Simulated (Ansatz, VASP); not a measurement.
# Two plane-wave programs on Al3BAs4

```xyz
8
Lattice="3.8612 0.0000 0.0000 0.0000 3.8612 0.0000 0.0000 0.0000 11.2552" Properties=species:S:1:pos:R:3 pbc="T T T"
Al    0.0000    0.0000    8.2726
Al    1.9306    1.9306    0.0000
Al    0.0000    0.0000    2.9826
B     1.9306    1.9306    5.6276
As    1.9306    0.0000    9.7625
As    0.0000    1.9306    1.4927
As    1.9306    0.0000    4.4944
As    0.0000    1.9306    6.7609
```

Alike in both runs: task single point; functional PBE; k mesh 8 × 8 × 4; occupations gaussian, width 0.02 eV; no spin polarisation.

|  | VASP | Ansatz |
| --- | --- | --- |
| version | VASP 6.6.1 | Ansatz 0.2.0 |
| potentials or method | VASP PAW PBE potentials, release 64 (Al, B, As), cutoff 500 eV | scalar-relativistic, plane waves, PAW |
| valence electrons in the cell | 32 | 72 |

```csv
,VASP,Ansatz,Ansatz less VASP
gap on the k mesh at the Fermi level (eV),0.88,0.89,+0.004
least direct gap on the mesh (eV),0.88,0.89,+0.004
pressure (GPa),0.2,0.0,-0.19
rms of the force components (eV/Å),0.002,0.003,+0.0017
```

Atom by atom the forces differ by 0.002 eV/Å (rms over components). The functional is the same, so the differences come from potentials, cutoffs and numerics. VASP's potentials hold 32 valence electrons a cell and Ansatz's 72, so a difference there can come from the potentials and not from the codes.
